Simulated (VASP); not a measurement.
A run of VASP 6.6.1 is set up as follows.

Contents of INCAR:

```
SYSTEM = SnTe
ALGO = Normal ; EDIFF = 1E-7
ENCUT = 520 ; ISIF = 2
ISMEAR = -1 ; LASPH = .True.
LCHARG = .False. ; LREAL = .False.
LWAVE = .False. ; NBANDS = 17
NELM = 60 ; PREC = Accurate
SIGMA = 0.05
```

Contents of KPOINTS:

```
k-points
0
Gamma
  7 7 7
  0 0 0
```

The input POSCAR:

```
SnTe
1.0
    0.0000000000      3.5017804760      3.5017804760
    3.5017804760      0.0000000000      3.5017804760
    3.5017804760      3.5017804760      0.0000000000
Te Sn
1 1
Direct
    0.2500000000      0.2500000000      0.2500000000
    0.0000000000      0.0000000000      0.0000000000
```

Potentials or basis: VASP PAW LDA potentials, release 64 (Te, Sn_d).

Command:

```sh
$ cat potpaw_LDA.64/Te/POTCAR potpaw_LDA.64/Sn_d/POTCAR > POTCAR
$ mpirun -np 1 vasp_std > vasp.out
```

(1) Predict the pressure.

Answers

(1) 0.1 GPa.
